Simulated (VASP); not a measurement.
# KTaO3 (Pm-3m) in VASP: a series of runs, part 2 of 3

VASP 6.6.1. The steps go on from the part before.

## 4. Single point, PBE (volume scaled by 1.03)

The input, INCAR:

```
SYSTEM = KTaO3
ALGO = Normal
EDIFF = 1E-7
ENCUT = 520
GGA = PE
ISIF = 2
ISMEAR = 0
LASPH = .TRUE.
LCHARG = .FALSE.
LREAL = .FALSE.
LWAVE = .FALSE.
NBANDS = 27
NELM = 60
PREC = Accurate
SIGMA = 0.02
```

The input, KPOINTS:

```
k-points
0
G
  8 8 8
  0 0 0
```

The input, POSCAR:

```
KTaO3
1.0
    4.0643939824      0.0000000000      0.0000000000
    0.0000000000      4.0643939824      0.0000000000
    0.0000000000      0.0000000000      4.0643939824
K Ta O
1 1 3
Direct
    0.5000000000      0.5000000000      0.5000000000
    0.0000000000      0.0000000000      0.0000000000
    0.5000000000      0.0000000000      0.0000000000
    0.0000000000      0.5000000000      0.0000000000
    0.0000000000      0.0000000000      0.5000000000
```

Potentials or basis: VASP PAW PBE potentials, release 64 (K_sv, Ta_pv, O).

Run with:

```sh
$ cat potpaw_PBE.64/K_sv/POTCAR potpaw_PBE.64/Ta_pv/POTCAR potpaw_PBE.64/O/POTCAR > POTCAR
$ mpirun -np 1 vasp_std > vasp.out
```

OUTCAR:

```text
SYSTEM = KTaO3
   EDIFF = 1E-7
   ENCUT = 520
   GGA = PE
   ISIF = 2
   ISMEAR = 0
   LASPH = .TRUE.
   LREAL = .FALSE.
   NELM = 60
   PREC = Accurate

 ion  position               nearest neighbor table
   1  0.500  0.500  0.500-   3 2.87   4 2.87   5 2.87   3 2.87   4 2.87   3 2.87   5 2.87   3 2.87
                             4 2.87   5 2.87   4 2.87   5 2.87   2 3.52   2 3.52   2 3.52   2 3.52
   2  0.000  0.000  0.000-   3 2.03   4 2.03   5 2.03   5 2.03   4 2.03   3 2.03   1 3.52   1 3.52
                             1 3.52   1 3.52   1 3.52   1 3.52   1 3.52   1 3.52
   3  0.500  0.000  0.000-   2 2.03   2 2.03   1 2.87   1 2.87   1 2.87   1 2.87
   4  0.000  0.500  0.000-   2 2.03   2 2.03   1 2.87   1 2.87   1 2.87   1 2.87
   5  0.000  0.000  0.500-   2 2.03   2 2.03   1 2.87   1 2.87   1 2.87   1 2.87

  LATTYP: Found a simple cubic cell.
 ALAT       =     4.0643939824

  Lattice vectors:

 A1 = (   4.0643939824,   0.0000000000,   0.0000000000)
 A2 = (   0.0000000000,   4.0643939824,   0.0000000000)
 A3 = (   0.0000000000,   0.0000000000,   4.0643939824)

Analysis of symmetry for initial positions (statically):
=====================================================================
 Subroutine PRICEL returns:
 Original cell was already a primitive cell.

 Routine SETGRP: Setting up the symmetry group for a
 simple cubic supercell.

 Subroutine GETGRP returns: Found 48 space group operations
 (whereof 48 operations were pure point group operations)
 out of a pool of 48 trial point group operations.

The static configuration has the point symmetry O_h .

Analysis of symmetry for dynamics (positions and initial velocities):
=====================================================================
 Subroutine PRICEL returns:
 Original cell was already a primitive cell.

 Routine SETGRP: Setting up the symmetry group for a
 simple cubic supercell.

 Subroutine GETGRP returns: Found 48 space group operations
 (whereof 48 operations were pure point group operations)
 out of a pool of 48 trial point group operations.

The dynamic configuration has the point symmetry O_h .

 Subroutine INISYM returns: Found 48 space group operations
 (whereof 48 operations are pure point group operations),
 and found     1 'primitive' translations

----------------------------------------------------------------------------------------

                                     Primitive cell

  volume of cell :      67.1409

  direct lattice vectors                    reciprocal lattice vectors
     4.064393982  0.000000000  0.000000000     0.246039140  0.000000000  0.000000000
     0.000000000  4.064393982  0.000000000     0.000000000  0.246039140  0.000000000
     0.000000000  0.000000000  4.064393982     0.000000000  0.000000000  0.246039140

  length of vectors
     4.064393982  4.064393982  4.064393982     0.246039140  0.246039140  0.246039140

  position of ions in fractional coordinates (direct lattice)
     0.500000000  0.500000000  0.500000000
     0.000000000  0.000000000  0.000000000
     0.500000000  0.000000000  0.000000000
     0.000000000  0.500000000  0.000000000
     0.000000000  0.000000000  0.500000000

  ion indices of the primitive-cell ions
   primitive index   ion index
[... 21 lines left out ...]
  Length of vectors
     0.030754892  0.030754892  0.030754892

  Shift w.r.t. Gamma in fractional coordinates (k-lattice)
     0.000000000  0.000000000  0.000000000

 Subroutine IBZKPT returns following result:
 ===========================================

 Found     35 irreducible k-points:

 Following reciprocal coordinates:
            Coordinates               Weight
  0.000000  0.000000  0.000000      1.000000
  0.125000  0.000000  0.000000      6.000000
  0.250000  0.000000  0.000000      6.000000
  0.375000  0.000000  0.000000      6.000000
  0.500000  0.000000  0.000000      3.000000
  0.125000  0.125000  0.000000     12.000000
[... 16 lines left out ...]
  0.375000  0.375000  0.125000     24.000000
  0.500000  0.375000  0.125000     24.000000
 [... further k-points ...]
   k-points           NKPTS =     35   k-points in BZ     NKDIM =     35   number of bands    NBANDS=     27
   number of dos      NEDOS =    301   number of ions     NIONS =      5
   total plane-waves  NPLWV =  27000
   dimension x,y,z NGX =    30 NGY =   30 NGZ =   30
   dimension x,y,z NGXF=    60 NGYF=   60 NGZF=   60
   ions per type =               1   1   3
   NGX,Y,Z   is equivalent  to a cutoff of  12.27, 12.27, 12.27 a.u.
   NGXF,Y,Z  is equivalent  to a cutoff of  24.54, 24.54, 24.54 a.u.
 SYSTEM =  KTaO3
   PREC   = accura    normal or accurate (medium, high low for compatibility)
   ISTART =      0    job   : 0-new  1-cont  2-samecut
   ICHARG =      2    charge: 1-file 2-atom 10-const
   ISPIN  =      1    spin polarized calculation?
   LNONCOLLINEAR =      F non collinear calculations
   LSORBIT =      F    spin-orbit coupling
   LASPH  =      T    aspherical Exc in radial PAW
   ENCUT  =  520.0 eV  38.22 Ry    6.18 a.u.   7.56  7.56  7.56*2*pi/ulx,y,z
   NELM   =     60;   NELMIN=  2; NELMDL= -5     # of ELM steps
   EDIFF  = 0.1E-06   stopping-criterion for ELM
   LREAL  =      F    real-space projection
   EDIFFG = 0.1E-05   stopping-criterion for IOM
   NSW    =      0    number of steps for IOM
   IBRION =     -1    ionic relax: 0-MD 1-quasi-New 2-CG
   NFREE  =      0    steps in history (QN), initial steepest desc. (CG)
   ISIF   =      2    stress and relaxation
   ISYM   =      2    0-nonsym 1-usesym 2-fastsym
   POTIM  = 0.5000    time-step for ionic-motion
   TEBEG  =    0.0;   TEEND  =   0.0 temperature during run
   PSTRESS=    0.0 pullay stress
   NELECT =      38.0000    total number of electrons
   NUPDOWN=      -1.0000    fix difference up-down
   EMIN   =  10.00;   EMAX   =-10.00  energy-range for DOS
   EFERMI =   0.00;   METHOD = LEGACY
   ISMEAR =     0;   SIGMA  =   0.02  broadening in eV -4-tet -1-fermi 0-gaus
   EFERMI_NEDOS =   21; number of points for ismear=-14 and -15
   IALGO  =     38    algorithm
   IMIX   =      4    mixing-type and parameters
     AMIX     =   0.40;   BMIX     =  1.00
     AMIX_MAG =   1.60;   BMIX_MAG =  1.00
  volume/ion in A,a.u.               =      13.43        90.62
  Fermi-wavevector in a.u.,A,eV,Ry     =   1.354171  2.559012 24.950086  1.833780
  Thomas-Fermi vector in A             =   2.481365
   LORBIT       =      0    0 simple, 1 ext, 2 COOP (PROOUT), +10 PAW based schemes
   GGA     = PE    functional components
   LHFCALC =     F    Hartree Fock is set to
   AEXX    =    0.0000 exact exchange contribution
   IVDW    =     0    specifies the selected vdW correction
   LEPSILON=     F    determine dielectric tensor
   LRPA    =     F    only Hartree local field effects (RPA)
 non-spin polarized calculation
 Gauss-broadening in eV      SIGMA  =   0.02
  energy-cutoff  :      520.00
  volume of cell :       67.14
 maximum number of plane-waves:      1856
   NGX = 15   NGY = 15   NGZ = 15

 number of electron      37.9999985 magnetization

 Free energy of the ion-electron system (eV)
  ---------------------------------------------------
  ext. energy  EPLUGINS =         0.00000000
  ---------------------------------------------------
  free energy    TOTEN  =       -41.04352831 eV

  energy without entropy =      -41.04352831  energy(sigma->0) =      -41.04352831

 E-fermi :   1.5052     XC(G=0): -10.5814

 val. band max:        1.4230525117   @ k =   0.5000   0.5000   0.5000
 cond. band min:       3.4712683428   @ k =   0.0000   0.0000   0.0000
 fundamental gap:      2.0482158311
 Fermi energy:         1.5051545543

 k-point     1 :       0.0000    0.0000    0.0000
  band No.  band energies     occupation
      1     -32.9565      2.00000
      2     -32.9565      2.00000
      3     -32.9565      2.00000
      4     -25.9524      2.00000
      5     -15.9239      2.00000
      6     -15.2387      2.00000
[... 709 lines left out ...]
     26      11.8928      0.00000
     27      11.9527      0.00000

 [... further k-points ...]
[... 5 lines left out ...]
  --------------------------------------------------------------------------------------
  -------------------------------------------------------------------------------------
  Total       -1.9811150     -1.9811150     -1.9811150     -0.0000000      0.0000000     -0.0000000
  in kB      -47.2751452    -47.2751452    -47.2751452     -0.0000000      0.0000000     -0.0000000
  external PRESSURE =     -47.2751452 kB  Pullay stress =       0.0000000 kB

 VOLUME and BASIS-vectors are now :
 -----------------------------------------------------------------------------
  energy-cutoff  :      520.00
  volume of cell :       67.14
      direct lattice vectors                 reciprocal lattice vectors
     4.064393982  0.000000000  0.000000000     0.246039140  0.000000000  0.000000000
     0.000000000  4.064393982  0.000000000     0.000000000  0.246039140  0.000000000
     0.000000000  0.000000000  4.064393982     0.000000000  0.000000000  0.246039140

 POSITION                                       TOTAL-FORCE (eV/Angst)
 -----------------------------------------------------------------------------------
      2.03220      2.03220      2.03220         0.000000      0.000000      0.000000
      0.00000      0.00000      0.00000         0.000000      0.000000      0.000000
      2.03220      0.00000      0.00000         0.000000      0.000000      0.000000
      0.00000      2.03220      0.00000         0.000000      0.000000      0.000000
      0.00000      0.00000      2.03220         0.000000      0.000000      0.000000
 -----------------------------------------------------------------------------------
    total drift:                                0.000000     -0.000000      0.000000

  FREE ENERGIE OF THE ION-ELECTRON SYSTEM (eV)
  ---------------------------------------------------
  free  energy   TOTEN  =       -41.0435283063 eV

  energy  without entropy=      -41.0435283063  energy(sigma->0) =      -41.04352831
```

OSZICAR:

```text
N       E                     dE             d eps       ncg     rms          rms(c)
DAV:   1     0.319797571195E+03    0.31980E+03   -0.20650E+04  1890   0.139E+03
DAV:   2    -0.305474540828E+02   -0.35035E+03   -0.33981E+03  2261   0.400E+02
DAV:   3    -0.492093254894E+02   -0.18662E+02   -0.18576E+02  2672   0.901E+01
DAV:   4    -0.498435178333E+02   -0.63419E+00   -0.63306E+00  3062   0.105E+01
DAV:   5    -0.498472040812E+02   -0.36862E-02   -0.36859E-02  2513   0.820E-01    0.306E+01
DAV:   6    -0.413338699934E+02    0.85133E+01   -0.35994E+01  2260   0.390E+01    0.115E+01
DAV:   7    -0.411218358138E+02    0.21203E+00   -0.21023E+00  2422   0.890E+00    0.839E+00
DAV:   8    -0.410795735316E+02    0.42262E-01   -0.54582E-01  2234   0.604E+00    0.335E+00
DAV:   9    -0.410465668562E+02    0.33007E-01   -0.51555E-02  2247   0.180E+00    0.626E-01
DAV:  10    -0.410437592139E+02    0.28076E-02   -0.22049E-02  2497   0.897E-01    0.181E-01
DAV:  11    -0.410435108440E+02    0.24837E-03   -0.22881E-03  2508   0.299E-01    0.396E-02
DAV:  12    -0.410435143449E+02   -0.35009E-05   -0.10097E-04  2359   0.818E-02    0.212E-02
DAV:  13    -0.410435280920E+02   -0.13747E-04   -0.40628E-05  2397   0.399E-02    0.339E-03
DAV:  14    -0.410435283799E+02   -0.28787E-06   -0.10996E-06  2550   0.791E-03    0.282E-03
DAV:  15    -0.410435283063E+02    0.73554E-07   -0.18045E-07  1993   0.287E-03
   1 F= -.41043528E+02 E0= -.41043528E+02  d E =-.387794E-11
```

stdout:

```text
POSCAR found type information on POSCAR K TaO
 POSCAR found :  3 types and       5 ions
 scaLAPACK will be used
 LDA part: xc-table for (Slater+PW92), standard interpolation
 POSCAR, INCAR and KPOINTS ok, starting setup
 FFT: planning ... GRIDC
 FFT: planning ... GRID_SOFT
 FFT: planning ... GRID
 WAVECAR not read
 entering main loop
```

It took 53 s on 1 thread of Intel Xeon Platinum 8488C (Sapphire Rapids), shared host; peak memory 0.21 GiB.

What came out:

```
Free energy            : -41.0435 eV
Pressure               : -4.7 GPa
Band gap on the k mesh : 2.05 eV, indirect (least direct gap 2.69 eV)
```

Caveat: spin-orbit coupling is left out, which moves the levels of the heavy elements. A k mesh can miss the band edges.

(Part 2 of 3 ends here.)
